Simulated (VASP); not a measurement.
# KMgH3 (P4/mmm) in VASP: further runs

KMgH3 is run at these levels: LDA; tasks: single point.

All numbers are computed with VASP 6.6.1; they aren't measurements. Logs are shortened: lines on timing, memory, paths and dates and some standing lists are left out, and cuts for length are marked.

## 1. The cell of the first run

It takes space group P4/mmm (No. 123, tetragonal). The conventional cell has a = 4.226 Å, b = 4.226 Å, c = 3.924 Å, α = 90.00°, β = 90.00°, γ = 90.00°. K (site symmetry 4/mmm) has 12 H at 2.88 to 2.99 Å and 8 Mg at 3.58 Å within 3.8 Å. Mg (site symmetry 4/mmm) has 6 H at 1.96 to 2.11 Å within 2.6 Å. Within 2.8 Å of H (site symmetry mmm) lie 2 Mg at 2.11 Å. H (site symmetry 4/mmm) has 2 Mg at 1.96 Å within 2.6 Å.

## 2. Single point, LDA (strain +0.050 along x and y, -0.025 along z)

File INCAR:

```
SYSTEM = KMgH3
PREC     = Accurate       ! precision mode
ENCUT    = 520            ! plane-wave cutoff, eV
EDIFF    = 1E-7           ! SCF threshold, eV
ISMEAR   = 0              ! smearing method
SIGMA    = 0.05           ! smearing width, eV
LREAL    = .False.        ! projectors in reciprocal space
LASPH    = .True.         ! aspherical terms in the spheres
NELM     = 100            ! most SCF steps
ALGO     = Normal         ! electronic algorithm
ISIF     = 2              ! what is computed and relaxed
LWAVE    = .False.        ! write WAVECAR
LCHARG   = .True.         ! write CHGCAR
LELF     = .True.         ! ELF
LVHAR    = .True.       
NBANDS   = 15             ! bands
```

File KPOINTS:

```
Automatic mesh
0
Gamma
  8 8 8
  0 0 0
```

File POSCAR:

```
KMgH3
1.0
    4.2262500000      0.0000000000      0.0000000000
    0.0000000000      4.2262500000      0.0000000000
    0.0000000000      0.0000000000      3.9243750000
K Mg H
1 1 3
Direct
    0.0000000000      0.0000000000      0.0000000000
    0.5000000000      0.5000000000      0.5000000000
    0.0000000000      0.5000000000      0.5000000000
    0.5000000000      0.0000000000      0.5000000000
    0.5000000000      0.5000000000      0.0000000000
```

Potentials or basis: VASP PAW LDA potentials, release 64 (K_sv, Mg, H).

The run is started by

```sh
> cat potpaw_LDA.64/K_sv/POTCAR potpaw_LDA.64/Mg/POTCAR potpaw_LDA.64/H/POTCAR > POTCAR
> mpirun -np 1 vasp_std > vasp.out
```

OUTCAR:

```text
SYSTEM = KMgH3
   PREC = Accurate
   ENCUT = 520
   EDIFF = 1E-7
   ISMEAR = 0
   LREAL = .False.
   LASPH = .True.
   NELM = 100
   ISIF = 2

 ion  position               nearest neighbor table
   1  0.000  0.000  0.000-   2 3.58   2 3.58   2 3.58   2 3.58   2 3.58   2 3.58   2 3.58   2 3.58

   2  0.500  0.500  0.500-   5 1.96   5 1.96   3 2.11   4 2.11   4 2.11   3 2.11   1 3.58   1 3.58
                             1 3.58   1 3.58   1 3.58   1 3.58   1 3.58   1 3.58
   3  0.000  0.500  0.500-   2 2.11   2 2.11
   4  0.500  0.000  0.500-   2 2.11   2 2.11
   5  0.500  0.500  0.000-   2 1.96   2 1.96

  LATTYP: Found a simple tetragonal cell.
 ALAT       =     4.2262500000
 C/A-ratio  =     0.9285714286

  Lattice vectors:

 A1 = (   4.2262500000,   0.0000000000,   0.0000000000)
 A2 = (   0.0000000000,   4.2262500000,   0.0000000000)
 A3 = (   0.0000000000,   0.0000000000,   3.9243750000)

Analysis of symmetry for initial positions (statically):
=====================================================================
 Subroutine PRICEL returns:
 Original cell was already a primitive cell.

 Routine SETGRP: Setting up the symmetry group for a
 simple tetragonal supercell.

 Subroutine GETGRP returns: Found 16 space group operations
 (whereof 16 operations were pure point group operations)
 out of a pool of 16 trial point group operations.

The static configuration has the point symmetry D_4h.

Analysis of symmetry for dynamics (positions and initial velocities):
=====================================================================
 Subroutine PRICEL returns:
 Original cell was already a primitive cell.

 Routine SETGRP: Setting up the symmetry group for a
 simple tetragonal supercell.

 Subroutine GETGRP returns: Found 16 space group operations
 (whereof 16 operations were pure point group operations)
 out of a pool of 16 trial point group operations.

The dynamic configuration has the point symmetry D_4h.

 Subroutine INISYM returns: Found 16 space group operations
 (whereof 16 operations are pure point group operations),
 and found     1 'primitive' translations

----------------------------------------------------------------------------------------

                                     Primitive cell

  volume of cell :      70.0940

  direct lattice vectors                    reciprocal lattice vectors
     4.226250000  0.000000000  0.000000000     0.236616386  0.000000000  0.000000000
     0.000000000  4.226250000  0.000000000     0.000000000  0.236616386  0.000000000
     0.000000000  0.000000000  3.924375000     0.000000000  0.000000000  0.254817646

  length of vectors
     4.226250000  4.226250000  3.924375000     0.236616386  0.236616386  0.254817646

  position of ions in fractional coordinates (direct lattice)
     0.000000000  0.000000000  0.000000000
     0.500000000  0.500000000  0.500000000
     0.000000000  0.500000000  0.500000000
     0.500000000  0.000000000  0.500000000
     0.500000000  0.500000000  0.000000000

  ion indices of the primitive-cell ions
   primitive index   ion index
                 1           1
                 2           2
                 3           3
                 4           4
                 5           5

----------------------------------------------------------------------------------------

 KPOINTS: Automatic mesh

Automatic generation of k-mesh.
 Grid dimensions read from file:
 generate k-points for:    8    8    8

 Generating k-lattice:

  Cartesian coordinates                     Fractional coordinates (reciprocal lattice)
     0.029577048  0.000000000  0.000000000     0.125000000  0.000000000  0.000000000
     0.000000000  0.029577048  0.000000000     0.000000000  0.125000000  0.000000000
     0.000000000  0.000000000  0.031852206     0.000000000  0.000000000  0.125000000

  Length of vectors
     0.029577048  0.029577048  0.031852206

  Shift w.r.t. Gamma in fractional coordinates (k-lattice)
     0.000000000  0.000000000  0.000000000

 Subroutine IBZKPT returns following result:
 ===========================================

 Found     75 irreducible k-points:

 Following reciprocal coordinates:
            Coordinates               Weight
  0.000000  0.000000  0.000000      1.000000
  0.125000  0.000000  0.000000      4.000000
  0.250000  0.000000  0.000000      4.000000
  0.375000  0.000000  0.000000      4.000000
  0.500000  0.000000  0.000000      2.000000
  0.125000  0.125000  0.000000      4.000000
[... 16 lines left out ...]
  0.375000  0.125000  0.125000     16.000000
  0.500000  0.125000  0.125000      8.000000
 [... further k-points ...]
   k-points           NKPTS =     75   k-points in BZ     NKDIM =     75   number of bands    NBANDS=     15
   number of dos      NEDOS =    301   number of ions     NIONS =      5
   total plane-waves  NPLWV =  30720
   dimension x,y,z NGX =    32 NGY =   32 NGZ =   30
   dimension x,y,z NGXF=    64 NGYF=   64 NGZF=   60
   ions per type =               1   1   3
   NGX,Y,Z   is equivalent  to a cutoff of  12.59, 12.59, 12.71 a.u.
   NGXF,Y,Z  is equivalent  to a cutoff of  25.18, 25.18, 25.42 a.u.
 SYSTEM =  KMgH3
   PREC   = accura    normal or accurate (medium, high low for compatibility)
   ISTART =      0    job   : 0-new  1-cont  2-samecut
   ICHARG =      2    charge: 1-file 2-atom 10-const
   ISPIN  =      1    spin polarized calculation?
   LNONCOLLINEAR =      F non collinear calculations
   LSORBIT =      F    spin-orbit coupling
   LASPH  =      T    aspherical Exc in radial PAW
   ENCUT  =  520.0 eV  38.22 Ry    6.18 a.u.   7.86  7.86  7.30*2*pi/ulx,y,z
   NELM   =    100;   NELMIN=  2; NELMDL= -5     # of ELM steps
   EDIFF  = 0.1E-06   stopping-criterion for ELM
   LREAL  =      F    real-space projection
   EDIFFG = 0.1E-05   stopping-criterion for IOM
   NSW    =      0    number of steps for IOM
   IBRION =     -1    ionic relax: 0-MD 1-quasi-New 2-CG
   NFREE  =      0    steps in history (QN), initial steepest desc. (CG)
   ISIF   =      2    stress and relaxation
   ISYM   =      2    0-nonsym 1-usesym 2-fastsym
   POTIM  = 0.5000    time-step for ionic-motion
   TEBEG  =    0.0;   TEEND  =   0.0 temperature during run
   PSTRESS=    0.0 pullay stress
   NELECT =      14.0000    total number of electrons
   NUPDOWN=      -1.0000    fix difference up-down
   EMIN   =  10.00;   EMAX   =-10.00  energy-range for DOS
   EFERMI =   0.00;   METHOD = LEGACY
   ISMEAR =     0;   SIGMA  =   0.05  broadening in eV -4-tet -1-fermi 0-gaus
   EFERMI_NEDOS =   21; number of points for ismear=-14 and -15
   IALGO  =     38    algorithm
   IMIX   =      4    mixing-type and parameters
     AMIX     =   0.40;   BMIX     =  1.00
     AMIX_MAG =   1.60;   BMIX_MAG =  1.00
  volume/ion in A,a.u.               =      14.02        94.60
  Fermi-wavevector in a.u.,A,eV,Ry     =   0.956953  1.808379 12.459655  0.915759
  Thomas-Fermi vector in A             =   2.085927
   LORBIT       =      0    0 simple, 1 ext, 2 COOP (PROOUT), +10 PAW based schemes
   GGA     = CA    functional components
   LHFCALC =     F    Hartree Fock is set to
   AEXX    =    0.0000 exact exchange contribution
   IVDW    =     0    specifies the selected vdW correction
   LEPSILON=     F    determine dielectric tensor
   LRPA    =     F    only Hartree local field effects (RPA)
 non-spin polarized calculation
 Gauss-broadening in eV      SIGMA  =   0.05
  energy-cutoff  :      520.00
  volume of cell :       70.09
 maximum number of plane-waves:      1920
 NGX is ok and might be reduce to    32
   NGX = 15   NGY = 15   NGZ = 15

 number of electron      13.9999995 magnetization

 Free energy of the ion-electron system (eV)
  ---------------------------------------------------
  ext. energy  EPLUGINS =         0.00000000
  ---------------------------------------------------
  free energy    TOTEN  =       -14.93328722 eV

  energy without entropy =      -14.93328722  energy(sigma->0) =      -14.93328722

 E-fermi :  -0.2941     XC(G=0):  -8.5491

 val. band max:       -0.5634120736   @ k =   0.5000   0.0000   0.0000
 cond. band min:       1.2953696580   @ k =   0.5000   0.5000   0.5000
 fundamental gap:      1.8587817316
 Fermi energy:        -0.2941029384

 k-point     1 :       0.0000    0.0000    0.0000
  band No.  band energies     occupation
      1     -29.3687      2.00000
      2     -13.0827      2.00000
      3     -13.0827      2.00000
      4     -13.0317      2.00000
      5      -5.9514      2.00000
      6      -1.1301      2.00000
      7      -0.8928      2.00000
      8       4.3503      0.00000
      9       4.3503      0.00000
     10       5.4250      0.00000
     11       6.7038      0.00000
     12       7.5574      0.00000
     13       7.6807      0.00000
     14       8.2119      0.00000
     15       8.2972      0.00000

 k-point     2 :       0.1250    0.0000    0.0000
  band No.  band energies     occupation
      1     -29.3677      2.00000
      2     -13.1089      2.00000
      3     -13.0806      2.00000
      4     -13.0299      2.00000
      5      -5.8200      2.00000
      6      -1.3448      2.00000
      7      -0.8922      2.00000
      8       4.3022      0.00000
      9       4.4985      0.00000
     10       5.3662      0.00000
     11       6.4342      0.00000
     12       7.5916      0.00000
     13       7.6820      0.00000
     14       8.2457      0.00000
     15       8.2646      0.00000

 k-point     3 :       0.2500    0.0000    0.0000
  band No.  band energies     occupation
      1     -29.3651      2.00000
      2     -13.1708      2.00000
      3     -13.0756      2.00000
      4     -13.0255      2.00000
      5      -5.4476      2.00000
      6      -1.9967      2.00000
      7      -0.7755      2.00000
      8       4.1838      0.00000
      9       4.9749      0.00000
     10       5.2219      0.00000
     11       5.7749      0.00000
     12       7.7371      0.00000
     13       7.8190      0.00000
     14       8.3988      0.00000
     15       8.4039      0.00000

 k-point     4 :       0.3750    0.0000    0.0000
  band No.  band energies     occupation
      1     -29.3626      2.00000
      2     -13.2310      2.00000
      3     -13.0706      2.00000
      4     -13.0212      2.00000
      5      -4.9126      2.00000
      6      -2.7930      2.00000
      7      -0.6297      2.00000
      8       4.0641      0.00000
      9       5.0773      0.00000
     10       5.1374      0.00000
     11       5.8115      0.00000
     12       7.8712      0.00000
     13       7.9237      0.00000
     14       8.5491      0.00000
     15       8.7184      0.00000
[... 307 lines left out ...]
 k-point    22 :       0.2500    0.1250    0.1250
  band No.  band energies     occupation
      1     -29.3618      2.00000
      2     -13.1610      2.00000
      3     -13.0951      2.00000
      4     -13.0621      2.00000
      5      -5.1993      2.00000
      6      -1.9022      2.00000
      7      -1.1601      2.00000
      8       3.5069      0.00000
      9       5.2656      0.00000
     10       5.6480      0.00000
     11       6.3022      0.00000
     12       6.5146      0.00000
     13       7.9929      0.00000
     14       8.4011      0.00000
     15       8.5638      0.00000

 k-point    23 :       0.3750    0.1250    0.1250
  band No.  band energies     occupation
      1     -29.3593      2.00000
      2     -13.2176      2.00000
      3     -13.0890      2.00000
      4     -13.0564      2.00000
      5      -4.7029      2.00000
      6      -2.6318      2.00000
      7      -1.0662      2.00000
      8       3.7509      0.00000
      9       4.9389      0.00000
     10       5.4011      0.00000
     11       5.8040      0.00000
     12       7.2490      0.00000
     13       7.9924      0.00000
     14       8.4558      0.00000
     15       8.8150      0.00000

 k-point    24 :       0.5000    0.1250    0.1250
  band No.  band energies     occupation
      1     -29.3582      2.00000
      2     -13.2407      2.00000
      3     -13.0865      2.00000
      4     -13.0541      2.00000
      5      -4.3661      2.00000
      6      -3.0626      2.00000
      7      -1.0246      2.00000
      8       3.9687      0.00000
      9       4.7646      0.00000
     10       5.3995      0.00000
     11       5.4222      0.00000
     12       7.6124      0.00000
     13       7.8269      0.00000
     14       8.8507      0.00000
     15       8.9792      0.00000

 [... further k-points ...]
[... 5 lines left out ...]
  --------------------------------------------------------------------------------------
  -------------------------------------------------------------------------------------
  Total       -2.5376339     -2.5376339     -1.3150479      0.0000000     -0.0000000      0.0000000
  in kB      -58.0040988    -58.0040988    -30.0587752      0.0000000     -0.0000000      0.0000000
  external PRESSURE =     -48.6889910 kB  Pullay stress =       0.0000000 kB

 VOLUME and BASIS-vectors are now :
 -----------------------------------------------------------------------------
  energy-cutoff  :      520.00
  volume of cell :       70.09
      direct lattice vectors                 reciprocal lattice vectors
     4.226250000  0.000000000  0.000000000     0.236616386  0.000000000  0.000000000
     0.000000000  4.226250000  0.000000000     0.000000000  0.236616386  0.000000000
     0.000000000  0.000000000  3.924375000     0.000000000  0.000000000  0.254817646

 POSITION                                       TOTAL-FORCE (eV/Angst)
 -----------------------------------------------------------------------------------
      0.00000      0.00000      0.00000         0.000000      0.000000      0.000000
      2.11313      2.11313      1.96219         0.000000      0.000000      0.000000
      0.00000      2.11313      1.96219         0.000000      0.000000      0.000000
      2.11313      0.00000      1.96219         0.000000      0.000000      0.000000
      2.11313      2.11313      0.00000         0.000000      0.000000      0.000000
 -----------------------------------------------------------------------------------
    total drift:                                0.000000     -0.000000     -0.000000

  FREE ENERGIE OF THE ION-ELECTRON SYSTEM (eV)
  ---------------------------------------------------
  free  energy   TOTEN  =       -14.9332872196 eV

  energy  without entropy=      -14.9332872196  energy(sigma->0) =      -14.93328722
```

Run time: 75 s. Hardware: 1 thread of Intel Xeon 8259CL, shared host; peak memory 0.22 GiB.

Results:

```yaml
Free_energy: -14.9333 eV
Pressure: -4.9 GPa
Band_gap_on_the_k_mesh: 1.86 eV, indirect (least direct gap 3.80 eV)
```

Caveat: the cell differs from its parent crystal (strain +0.050 along x and y, -0.025 along z).

## 3. Single point, LDA (strain -0.050 along x and y, +0.025 along z)

File INCAR:

```
ALGO = Normal
EDIFF = 1E-7
ENCUT = 520
GGA = CA
ISIF = 2
ISMEAR = 0
LASPH = True
LCHARG = False
LREAL = False
LWAVE = False
NBANDS = 15
NELM = 80
PREC = Accurate
SIGMA = 0.05
```

File KPOINTS:

```
k-points
0
Gamma
  8 8 8
```

Edit POSCAR of step 2 so:

```diff
@@ -2,5 +2,5 @@
 1.0
-    4.2262500000      0.0000000000      0.0000000000
-    0.0000000000      4.2262500000      0.0000000000
-    0.0000000000      0.0000000000      3.9243750000
+    3.8237500000      0.0000000000      0.0000000000
+    0.0000000000      3.8237500000      0.0000000000
+    0.0000000000      0.0000000000      4.1256250000
 K Mg H
```

Potentials or basis: VASP PAW LDA potentials, release 64 (K_sv, Mg, H).

The run is started by

```sh
> cat potpaw_LDA.64/K_sv/POTCAR potpaw_LDA.64/Mg/POTCAR potpaw_LDA.64/H/POTCAR > POTCAR
> mpirun -np 1 vasp_std > vasp.out
```

OUTCAR:

```text
EDIFF = 1E-7
   ENCUT = 520
   GGA = CA
   ISIF = 2
   ISMEAR = 0
   LASPH = True
   LREAL = False
   NELM = 80
   PREC = Accurate

 ion  position               nearest neighbor table
   1  0.000  0.000  0.000-   2 3.40   2 3.40   2 3.40   2 3.40   2 3.40   2 3.40   2 3.40   2 3.40

   2  0.500  0.500  0.500-   3 1.91   4 1.91   4 1.91   3 1.91   5 2.06   5 2.06   1 3.40   1 3.40
                             1 3.40   1 3.40   1 3.40   1 3.40   1 3.40   1 3.40
   3  0.000  0.500  0.500-   2 1.91   2 1.91
   4  0.500  0.000  0.500-   2 1.91   2 1.91
[... 638 lines left out ...]
  -------------------------------------------------------------------------------------
  Total        0.4650078      0.4650078     -1.2129603      0.0000000      0.0000000      0.0000000
  in kB       12.3509991     12.3509991    -32.2172476      0.0000000      0.0000000      0.0000000
  external PRESSURE =      -2.5050831 kB  Pullay stress =       0.0000000 kB

 VOLUME and BASIS-vectors are now :
 -----------------------------------------------------------------------------
  energy-cutoff  :      520.00
  volume of cell :       60.32
      direct lattice vectors                 reciprocal lattice vectors
     3.823750000  0.000000000  0.000000000     0.261523374  0.000000000  0.000000000
     0.000000000  3.823750000  0.000000000     0.000000000  0.261523374  0.000000000
     0.000000000  0.000000000  4.125625000     0.000000000  0.000000000  0.242387517

 POSITION                                       TOTAL-FORCE (eV/Angst)
 -----------------------------------------------------------------------------------
      0.00000      0.00000      0.00000         0.000000      0.000000      0.000000
      1.91187      1.91187      2.06281         0.000000      0.000000      0.000000
      0.00000      1.91187      2.06281         0.000000      0.000000      0.000000
      1.91187      0.00000      2.06281         0.000000      0.000000      0.000000
      1.91187      1.91187      0.00000         0.000000      0.000000      0.000000
 -----------------------------------------------------------------------------------
    total drift:                               -0.000000     -0.000000     -0.000000

  FREE ENERGIE OF THE ION-ELECTRON SYSTEM (eV)
  ---------------------------------------------------
  free  energy   TOTEN  =       -15.1013622847 eV

  energy  without entropy=      -15.1013622847  energy(sigma->0) =      -15.10136228
```

Run time: 19 s. Hardware: 1 thread of Intel Xeon 6975P-C (Granite Rapids), shared host; peak memory 0.2 GiB.

Results:

* Free energy: -15.1014 eV
* Pressure: -0.3 GPa
* Band gap on the k mesh: 2.30 eV, indirect (least direct gap 4.51 eV)

Caveat: the cell differs from its parent crystal (strain -0.050 along x and y, +0.025 along z). A k mesh can miss the band edges.

[end of part 1 of 2]
